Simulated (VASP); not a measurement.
# NaZr4 (Pm-3m) in VASP: notebook

NaZr4 is run at these levels: PBE; tasks: single point, relaxation of cell and atoms.

Everything below comes from runs of VASP 6.6.1. Logs are shortened: lines on timing, memory, paths and dates and some standing lists are left out, and cuts for length are marked.

**1. The cell of the first run**

The structure is cubic, space group Pm-3m (No. 221). Conventional cell: a = 4.515 Å, b = 4.515 Å, c = 4.515 Å, α = 90.00°, β = 90.00°, γ = 90.00°. Na (site symmetry m-3m) has 6 Zr at 2.26 Å within 3.0 Å. Zr (site symmetry 4/mmm) has 2 Na at 2.26 Å within 3.0 Å. Within 4.2 Å of Zr (site symmetry m-3m) lie 12 Zr at 3.19 Å and 8 Na at 3.91 Å.

The cell was built from a structure type or drawn by symmetry, and may not be a known phase.

**2. Single point, PBE**

File INCAR:

```
SYSTEM = NaZr4
ALGO = Normal ; EDIFF = 1E-7
ENCUT = 520 ; GGA = PE
ISIF = 2 ; ISMEAR = 0
LASPH = .True. ; LCHARG = .True.
LELF = .True. ; LREAL = .False.
LVHAR = .True. ; LWAVE = .False.
NBANDS = 36 ; NELM = 80
PREC = Accurate ; SIGMA = 0.1
```

File KPOINTS:

```
k-points
0
Gamma
  4 4 4
  0 0 0
```

File POSCAR:

```
NaZr4
1.0
    4.5150403300      0.0000000000      0.0000000000
    0.0000000000      4.5150403300      0.0000000000
    0.0000000000      0.0000000000      4.5150403300
Na Zr
1 4
Direct
    0.0000000000      0.0000000000      0.0000000000
    0.5000000000      0.0000000000      0.0000000000
    0.0000000000      0.5000000000      0.0000000000
    0.0000000000      0.0000000000      0.5000000000
    0.5000000000      0.5000000000      0.5000000000
```

Potentials or basis: VASP PAW PBE potentials, release 64 (Na_pv, Zr_sv).

Command:

```sh
$ cat potpaw_PBE.64/Na_pv/POTCAR potpaw_PBE.64/Zr_sv/POTCAR > POTCAR
$ mpirun -np 1 vasp_std > vasp.out
```

OUTCAR:

```text
SYSTEM = NaZr4
   EDIFF = 1E-7
   ENCUT = 520
   GGA = PE
   ISIF = 2
   ISMEAR = 0
   LASPH = .True.
   LREAL = .False.
   NELM = 80
   PREC = Accurate

 ion  position               nearest neighbor table
   1  0.000  0.000  0.000-   2 2.26   3 2.26   4 2.26   4 2.26   3 2.26   2 2.26
   2  0.500  0.000  0.000-   1 2.26   1 2.26   4 3.19   5 3.19   4 3.19   5 3.19   3 3.19   5 3.19
                             5 3.19   3 3.19   3 3.19   4 3.19   4 3.19   3 3.19
   3  0.000  0.500  0.000-   1 2.26   1 2.26   4 3.19   5 3.19   4 3.19   5 3.19   2 3.19   2 3.19
                             4 3.19   4 3.19   2 3.19   5 3.19   5 3.19   2 3.19
   4  0.000  0.000  0.500-   1 2.26   1 2.26   3 3.19   5 3.19   2 3.19   2 3.19   3 3.19   3 3.19
                             5 3.19   3 3.19   2 3.19   5 3.19   2 3.19   5 3.19
   5  0.500  0.500  0.500-   2 3.19   3 3.19   4 3.19   2 3.19   3 3.19   2 3.19   4 3.19   2 3.19
                             3 3.19   4 3.19   3 3.19   4 3.19

  LATTYP: Found a simple cubic cell.
 ALAT       =     4.5150403300

  Lattice vectors:

 A1 = (   4.5150403300,   0.0000000000,   0.0000000000)
 A2 = (   0.0000000000,   4.5150403300,   0.0000000000)
 A3 = (   0.0000000000,   0.0000000000,   4.5150403300)

Analysis of symmetry for initial positions (statically):
=====================================================================
 Subroutine PRICEL returns:
 Original cell was already a primitive cell.

 Routine SETGRP: Setting up the symmetry group for a
 simple cubic supercell.

 Subroutine GETGRP returns: Found 48 space group operations
 (whereof 48 operations were pure point group operations)
 out of a pool of 48 trial point group operations.

The static configuration has the point symmetry O_h .

Analysis of symmetry for dynamics (positions and initial velocities):
=====================================================================
 Subroutine PRICEL returns:
 Original cell was already a primitive cell.

 Routine SETGRP: Setting up the symmetry group for a
 simple cubic supercell.

 Subroutine GETGRP returns: Found 48 space group operations
 (whereof 48 operations were pure point group operations)
 out of a pool of 48 trial point group operations.

The dynamic configuration has the point symmetry O_h .

 Subroutine INISYM returns: Found 48 space group operations
 (whereof 48 operations are pure point group operations),
 and found     1 'primitive' translations

----------------------------------------------------------------------------------------

                                     Primitive cell

  volume of cell :      92.0418

  direct lattice vectors                    reciprocal lattice vectors
     4.515040330  0.000000000  0.000000000     0.221481964  0.000000000  0.000000000
     0.000000000  4.515040330  0.000000000     0.000000000  0.221481964  0.000000000
     0.000000000  0.000000000  4.515040330     0.000000000  0.000000000  0.221481964

  length of vectors
     4.515040330  4.515040330  4.515040330     0.221481964  0.221481964  0.221481964

  position of ions in fractional coordinates (direct lattice)
     0.000000000  0.000000000  0.000000000
     0.500000000  0.000000000  0.000000000
     0.000000000  0.500000000  0.000000000
     0.000000000  0.000000000  0.500000000
     0.500000000  0.500000000  0.500000000

  ion indices of the primitive-cell ions
   primitive index   ion index
                 1           1
                 2           2
                 3           3
                 4           4
                 5           5

----------------------------------------------------------------------------------------

 KPOINTS: k-points

Automatic generation of k-mesh.
 Grid dimensions read from file:
 generate k-points for:    4    4    4

 Generating k-lattice:

  Cartesian coordinates                     Fractional coordinates (reciprocal lattice)
     0.055370491  0.000000000  0.000000000     0.250000000  0.000000000  0.000000000
     0.000000000  0.055370491  0.000000000     0.000000000  0.250000000  0.000000000
     0.000000000  0.000000000  0.055370491     0.000000000  0.000000000  0.250000000

  Length of vectors
     0.055370491  0.055370491  0.055370491

  Shift w.r.t. Gamma in fractional coordinates (k-lattice)
     0.000000000  0.000000000  0.000000000

 Subroutine IBZKPT returns following result:
 ===========================================

 Found     10 irreducible k-points:

 Following reciprocal coordinates:
            Coordinates               Weight
  0.000000  0.000000  0.000000      1.000000
  0.250000  0.000000  0.000000      6.000000
  0.500000  0.000000  0.000000      3.000000
  0.250000  0.250000  0.000000     12.000000
  0.500000  0.250000  0.000000     12.000000
  0.500000  0.500000  0.000000      3.000000
  0.250000  0.250000  0.250000      8.000000
  0.500000  0.250000  0.250000     12.000000
  0.500000  0.500000  0.250000      6.000000
  0.500000  0.500000  0.500000      1.000000
   k-points           NKPTS =     10   k-points in BZ     NKDIM =     10   number of bands    NBANDS=     36
   number of dos      NEDOS =    301   number of ions     NIONS =      5
   total plane-waves  NPLWV =  46656
   dimension x,y,z NGX =    36 NGY =   36 NGZ =   36
   dimension x,y,z NGXF=    72 NGYF=   72 NGZF=   72
   ions per type =               1   4
   NGX,Y,Z   is equivalent  to a cutoff of  13.26, 13.26, 13.26 a.u.
   NGXF,Y,Z  is equivalent  to a cutoff of  26.51, 26.51, 26.51 a.u.
 SYSTEM =  NaZr4
   PREC   = accura    normal or accurate (medium, high low for compatibility)
   ISTART =      0    job   : 0-new  1-cont  2-samecut
   ICHARG =      2    charge: 1-file 2-atom 10-const
   ISPIN  =      1    spin polarized calculation?
   LNONCOLLINEAR =      F non collinear calculations
   LSORBIT =      F    spin-orbit coupling
   LASPH  =      T    aspherical Exc in radial PAW
   ENCUT  =  520.0 eV  38.22 Ry    6.18 a.u.   8.39  8.39  8.39*2*pi/ulx,y,z
   NELM   =     80;   NELMIN=  2; NELMDL= -5     # of ELM steps
   EDIFF  = 0.1E-06   stopping-criterion for ELM
   LREAL  =      F    real-space projection
   EDIFFG = 0.1E-05   stopping-criterion for IOM
   NSW    =      0    number of steps for IOM
   IBRION =     -1    ionic relax: 0-MD 1-quasi-New 2-CG
   NFREE  =      0    steps in history (QN), initial steepest desc. (CG)
   ISIF   =      2    stress and relaxation
   ISYM   =      2    0-nonsym 1-usesym 2-fastsym
   POTIM  = 0.5000    time-step for ionic-motion
   TEBEG  =    0.0;   TEEND  =   0.0 temperature during run
   PSTRESS=    0.0 pullay stress
   NELECT =      55.0000    total number of electrons
   NUPDOWN=      -1.0000    fix difference up-down
   EMIN   =  10.00;   EMAX   =-10.00  energy-range for DOS
   EFERMI =   0.00;   METHOD = LEGACY
   ISMEAR =     0;   SIGMA  =   0.10  broadening in eV -4-tet -1-fermi 0-gaus
   EFERMI_NEDOS =   21; number of points for ismear=-14 and -15
   IALGO  =     38    algorithm
   IMIX   =      4    mixing-type and parameters
     AMIX     =   0.40;   BMIX     =  1.00
     AMIX_MAG =   1.60;   BMIX_MAG =  1.00
  volume/ion in A,a.u.               =      18.41       124.23
  Fermi-wavevector in a.u.,A,eV,Ry     =   1.378904  2.605751 25.869802  1.901377
  Thomas-Fermi vector in A             =   2.503923
   LORBIT       =      0    0 simple, 1 ext, 2 COOP (PROOUT), +10 PAW based schemes
   GGA     = PE    functional components
   LHFCALC =     F    Hartree Fock is set to
   AEXX    =    0.0000 exact exchange contribution
   IVDW    =     0    specifies the selected vdW correction
   LEPSILON=     F    determine dielectric tensor
   LRPA    =     F    only Hartree local field effects (RPA)
 non-spin polarized calculation
 Gauss-broadening in eV      SIGMA  =   0.10
  energy-cutoff  :      520.00
  volume of cell :       92.04
 maximum number of plane-waves:      2517
 NGX is ok and might be reduce to    36
   NGX = 17   NGY = 17   NGZ = 17

 number of electron      54.9999981 magnetization

 Free energy of the ion-electron system (eV)
  ---------------------------------------------------
  ext. energy  EPLUGINS =         0.00000000
  ---------------------------------------------------
  free energy    TOTEN  =       -25.79355634 eV

  energy without entropy =      -25.75957495  energy(sigma->0) =      -25.77656565

 E-fermi :  10.0652     XC(G=0): -11.5994

 val. band max:        9.9732922679   @ k =   0.5000   0.2500   0.2500
 cond. band min:      10.0747899083   @ k =   0.5000   0.5000   0.2500
 fundamental gap:      0.1014976404
 Fermi energy:        10.0651803993

 k-point     1 :       0.0000    0.0000    0.0000
  band No.  band energies     occupation
      1     -38.7252      2.00000
      2     -38.4789      2.00000
      3     -38.3677      2.00000
      4     -38.3677      2.00000
      5     -18.6404      2.00000
      6     -18.6404      2.00000
[... 28 lines left out ...]
     35      14.6562      0.00000
     36      14.6562      0.00000

 k-point     2 :       0.2500    0.0000    0.0000
  band No.  band energies     occupation
      1     -38.7135      2.00000
      2     -38.4750      2.00000
      3     -38.3899      2.00000
      4     -38.3674      2.00000
      5     -18.6176      2.00000
      6     -18.6176      2.00000
[... 28 lines left out ...]
     35      13.5159      0.00000
     36      13.9054      0.00000

 k-point     3 :       0.5000    0.0000    0.0000
  band No.  band energies     occupation
      1     -38.7009      2.00000
      2     -38.4646      2.00000
      3     -38.4197      2.00000
      4     -38.3672      2.00000
      5     -18.5942      2.00000
      6     -18.5942      2.00000
[... 28 lines left out ...]
     35      12.3469      0.00000
     36      12.3630      0.00000
[... 196 lines left out ...]
 k-point     9 :       0.5000    0.5000    0.2500
  band No.  band energies     occupation
      1     -38.6914      2.00000
      2     -38.4280      2.00000
      3     -38.4280      2.00000
      4     -38.4216      2.00000
      5     -18.1844      2.00000
      6     -17.3484      2.00000
[... 28 lines left out ...]
     35      11.2458      0.00000
     36      13.9779      0.00000

 k-point    10 :       0.5000    0.5000    0.5000
  band No.  band energies     occupation
      1     -38.6911      2.00000
      2     -38.4276      2.00000
      3     -38.4276      2.00000
      4     -38.4276      2.00000
      5     -17.4805      2.00000
      6     -17.3067      2.00000
[... 28 lines left out ...]
     35      12.3812      0.00000
     36      14.9260      0.00000

------------------------ aborting loop because EDIFF is reached ----------------------------------------

  FORCE on cell =-STRESS in cart. coord.  units (eV):
  Direction    XX          YY          ZZ          XY          YZ          ZX
  --------------------------------------------------------------------------------------
  -------------------------------------------------------------------------------------
  Total       19.6181813     19.6181813     19.6181813     -0.0000000     -0.0000000     -0.0000000
  in kB      341.4950585    341.4950585    341.4950585     -0.0000000     -0.0000000     -0.0000000
  external PRESSURE =     341.4950585 kB  Pullay stress =       0.0000000 kB

 VOLUME and BASIS-vectors are now :
 -----------------------------------------------------------------------------
  energy-cutoff  :      520.00
  volume of cell :       92.04
      direct lattice vectors                 reciprocal lattice vectors
     4.515040330  0.000000000  0.000000000     0.221481964  0.000000000  0.000000000
     0.000000000  4.515040330  0.000000000     0.000000000  0.221481964  0.000000000
     0.000000000  0.000000000  4.515040330     0.000000000  0.000000000  0.221481964

 POSITION                                       TOTAL-FORCE (eV/Angst)
 -----------------------------------------------------------------------------------
      0.00000      0.00000      0.00000         0.000000      0.000000      0.000000
      2.25752      0.00000      0.00000         0.000000      0.000000      0.000000
      0.00000      2.25752      0.00000         0.000000      0.000000      0.000000
      0.00000      0.00000      2.25752         0.000000      0.000000      0.000000
      2.25752      2.25752      2.25752         0.000000      0.000000      0.000000
 -----------------------------------------------------------------------------------
    total drift:                                0.000000      0.000000     -0.000000

  FREE ENERGIE OF THE ION-ELECTRON SYSTEM (eV)
  ---------------------------------------------------
  free  energy   TOTEN  =       -25.7935563382 eV

  energy  without entropy=      -25.7595749543  energy(sigma->0) =      -25.77656565
```

It took 35 s on 1 thread of Intel Xeon 6975P-C (Granite Rapids), shared host; peak memory 0.2 GiB.

What came out:

| Item | Value |
| --- | --- |
| Free energy | -25.7936 eV |
| Pressure | 34.1 GPa |
| Band gap on the k mesh | zero (an odd number of electrons rules out a gap without spin polarisation) |

Levels at points of the mesh, in eV from the Fermi level:
| k point | band 25 | band 26 | band 27 | band 28 | band 29 | band 30 |
| --- | --- | --- | --- | --- | --- | --- |
| (0.00, 0.00, 0.00) | -2.86 | -2.48 | 0.56 | 0.56 | 0.56 | 2.50 |
| (0.50, 0.00, 0.00) | -1.01 | -0.96 | -0.96 | -0.72 | -0.72 | 0.99 |
| (0.50, 0.50, 0.00) | -0.97 | -0.92 | -0.48 | -0.34 | -0.34 | -0.24 |
| (0.50, 0.50, 0.50) | 0.55 | 0.55 | 0.57 | 0.57 | 0.57 | 0.77 |

Caveat: the cell stands under pressure.

**3. Single point, PBE**

This run uses another cell than the first one, of 25.04 Å³/atom.

File INCAR:

```
ALGO = Fast
EDIFF = 1E-6
ENCUT = 520
GGA = PE
ISIF = 2
ISMEAR = 0
LASPH = T
LCHARG = F
LREAL = F
LWAVE = F
NBANDS = 36
NELM = 100
PREC = Accurate
SIGMA = 0.1
```

File KPOINTS:

```
k-points
0
Gamma
  4 4 4
```

Edit POSCAR of step 2 so:

```diff
@@ -2,5 +2,5 @@
 1.0
-    4.5150403300      0.0000000000      0.0000000000
-    0.0000000000      4.5150403300      0.0000000000
-    0.0000000000      0.0000000000      4.5150403300
+    5.0026107791      0.0000000000      0.0000000000
+    0.0000000000      5.0026107791      0.0000000000
+    0.0000000000      0.0000000000      5.0026107791
 Na Zr
```

Potentials or basis: VASP PAW PBE potentials, release 64 (Na_pv, Zr_sv).

Command:

```sh
$ cat potpaw_PBE.64/Na_pv/POTCAR potpaw_PBE.64/Zr_sv/POTCAR > POTCAR
$ mpirun -np 1 vasp_std > vasp.out
```

OUTCAR:

```text
EDIFF = 1E-6
   ENCUT = 520
   GGA = PE
   ISIF = 2
   ISMEAR = 0
   LASPH = T
   LREAL = F
   NELM = 100
   PREC = Accurate

 ion  position               nearest neighbor table
   1  0.000  0.000  0.000-   2 2.50   3 2.50   4 2.50   4 2.50   3 2.50   2 2.50
   2  0.500  0.000  0.000-   1 2.50   1 2.50   4 3.54   5 3.54   4 3.54   5 3.54   3 3.54   5 3.54
                             5 3.54   3 3.54   3 3.54   4 3.54   4 3.54   3 3.54
   3  0.000  0.500  0.000-   1 2.50   1 2.50   4 3.54   5 3.54   4 3.54   5 3.54   2 3.54   2 3.54
                             4 3.54   4 3.54   2 3.54   5 3.54   5 3.54   2 3.54
   4  0.000  0.000  0.500-   1 2.50   1 2.50   3 3.54   5 3.54   2 3.54   2 3.54   3 3.54   3 3.54
                             5 3.54   3 3.54   2 3.54   5 3.54   2 3.54   5 3.54
   5  0.500  0.500  0.500-   2 3.54   3 3.54   4 3.54   2 3.54   3 3.54   2 3.54   4 3.54   2 3.54
                             3 3.54   4 3.54   3 3.54   4 3.54

  LATTYP: Found a simple cubic cell.
 ALAT       =     5.0026107791

  Lattice vectors:

 A1 = (   5.0026107791,   0.0000000000,   0.0000000000)
 A2 = (   0.0000000000,   5.0026107791,   0.0000000000)
 A3 = (   0.0000000000,   0.0000000000,   5.0026107791)

[... 168 lines left out ...]

 val. band max:        6.6879088618   @ k =   0.5000   0.2500   0.2500
 cond. band min:       6.7028680548   @ k =   0.2500   0.2500   0.0000
 fundamental gap:      0.0149591929
 Fermi energy:         6.6950561287

 k-point     1 :       0.0000    0.0000    0.0000
  band No.  band energies     occupation
      1     -42.8408      2.00000
      2     -42.4661      2.00000
      3     -42.4288      2.00000
      4     -42.4288      2.00000
      5     -20.9213      2.00000
      6     -20.9213      2.00000
[... 379 lines left out ...]
     35       7.4325      0.00000
     36      10.2554      0.00000

------------------------ aborting loop because EDIFF is reached ----------------------------------------

  FORCE on cell =-STRESS in cart. coord.  units (eV):
  Direction    XX          YY          ZZ          XY          YZ          ZX
  --------------------------------------------------------------------------------------
  -------------------------------------------------------------------------------------
  Total        0.1657121      0.1657121      0.1657121     -0.0000000      0.0000000     -0.0000000
  in kB        2.1206779      2.1206779      2.1206779     -0.0000000      0.0000000     -0.0000000
  external PRESSURE =       2.1206779 kB  Pullay stress =       0.0000000 kB

 VOLUME and BASIS-vectors are now :
 -----------------------------------------------------------------------------
  energy-cutoff  :      520.00
  volume of cell :      125.20
      direct lattice vectors                 reciprocal lattice vectors
     5.002610779  0.000000000  0.000000000     0.199895623  0.000000000  0.000000000
     0.000000000  5.002610779  0.000000000     0.000000000  0.199895623  0.000000000
     0.000000000  0.000000000  5.002610779     0.000000000  0.000000000  0.199895623

 POSITION                                       TOTAL-FORCE (eV/Angst)
 -----------------------------------------------------------------------------------
      0.00000      0.00000      0.00000         0.000000      0.000000      0.000000
      2.50131      0.00000      0.00000         0.000000      0.000000      0.000000
      0.00000      2.50131      0.00000         0.000000      0.000000      0.000000
      0.00000      0.00000      2.50131         0.000000      0.000000      0.000000
      2.50131      2.50131      2.50131         0.000000      0.000000      0.000000
 -----------------------------------------------------------------------------------
    total drift:                                0.000000      0.000000     -0.000000

  FREE ENERGIE OF THE ION-ELECTRON SYSTEM (eV)
  ---------------------------------------------------
  free  energy   TOTEN  =       -28.6063578866 eV

  energy  without entropy=      -28.5356788859  energy(sigma->0) =      -28.57101839
```

OSZICAR:

```text
N       E                     dE             d eps       ncg     rms          rms(c)
DAV:   1     0.634999154939E+03    0.63500E+03   -0.27985E+04   736   0.156E+03
DAV:   2     0.266791145237E+02   -0.60832E+03   -0.59485E+03   772   0.470E+02
DAV:   3    -0.254764698405E+02   -0.52156E+02   -0.50614E+02  1124   0.120E+02
DAV:   4    -0.306469092483E+02   -0.51704E+01   -0.51111E+01  1060   0.308E+01
[... 25 lines left out ...]
RMM:  30    -0.286063556197E+02   -0.29419E-05   -0.20966E-05   957   0.239E-02    0.127E-02
RMM:  31    -0.286063569631E+02   -0.13434E-05   -0.18263E-05   885   0.210E-02    0.991E-03
RMM:  32    -0.286063569700E+02   -0.69831E-08   -0.13054E-05   840   0.203E-02    0.392E-03
RMM:  33    -0.286063572201E+02   -0.25008E-06   -0.12532E-05   803   0.180E-02    0.158E-03
RMM:  34    -0.286063578866E+02   -0.66653E-06   -0.95217E-06   771   0.157E-02
   1 F= -.28606358E+02 E0= -.28571018E+02  d E =-.706790E-01
```

stdout:

```text
POSCAR found type information on POSCAR NaZr
 POSCAR found :  2 types and       5 ions
 scaLAPACK will be used
 LDA part: xc-table for (Slater+PW92), standard interpolation
 POSCAR, INCAR and KPOINTS ok, starting setup
 FFT: planning ... GRIDC
 FFT: planning ... GRID_SOFT
 FFT: planning ... GRID
 WAVECAR not read
 entering main loop
WARNING in EDDRMM: call to ZHEGV failed, returncode =   6  3     21
WARNING in EDDRMM: call to ZHEGV failed, returncode =   6  3     15
WARNING in EDDRMM: call to ZHEGV failed, returncode =   6  3     24
WARNING in EDDRMM: call to ZHEGV failed, returncode =   6  3     21
WARNING in EDDRMM: call to ZHEGV failed, returncode =   6  3     21
WARNING in EDDRMM: call to ZHEGV failed, returncode =   6  3     20
```

It took 2.6 min on 1 thread of Intel Xeon 6975P-C (Granite Rapids), shared host; peak memory 0.25 GiB.

Results:

```
Free energy            : -28.6064 eV
Pressure               : 0.2 GPa
Band gap on the k mesh : zero (an odd number of electrons rules out a gap without spin polarisation)
```

[end of part 1 of 2]
